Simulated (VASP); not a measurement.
SiO2, 6 atoms in the cell. Symmetry: P4_2/mnm, No. 136, tetragonal system. The conventional cell has a = 4.299 Å, b = 4.299 Å, c = 2.771 Å, α = 90.00°, β = 90.00°, γ = 90.00°. Si (site symmetry mmm) has 6 O at 1.82 to 1.87 Å within 2.4 Å. Within 2.4 Å of O (site symmetry m2m) lie 3 Si at 1.82 to 1.87 Å and 1 O at 2.35 Å. 

| Quantity | Value |
| --- | --- |
| Program | VASP 6.6.1 |
| Task | single point |
| Functional | PBE |
| Potentials or basis | VASP PAW PBE potentials, release 64 (Si, O) |
| Cutoff | 520 eV |
| k mesh | 6 × 6 × 8 |
| Occupations | gaussian, width 0.05 eV |
| Spin | no spin polarisation |
| Dipole correction | no |
| Further INCAR settings | ALGO = Normal; EDIFF = 1e-06; NBANDS = 25 |

Potentials or basis: VASP PAW PBE potentials, release 64 (Si, O).

The run is started by

```bash
$ cat potpaw_PBE.64/Si/POTCAR potpaw_PBE.64/O/POTCAR > POTCAR
$ mpirun -np 1 vasp_std > vasp.out
```

Hardware: 1 thread of Intel Xeon 8259CL (shared host).

Q: Estimate the wall time of this run.

A: It took 75 s on 1 thread of Intel Xeon 8259CL, with other jobs on the host, peak memory 0.19 GiB. Counts: scf iterations 13, k points 50.
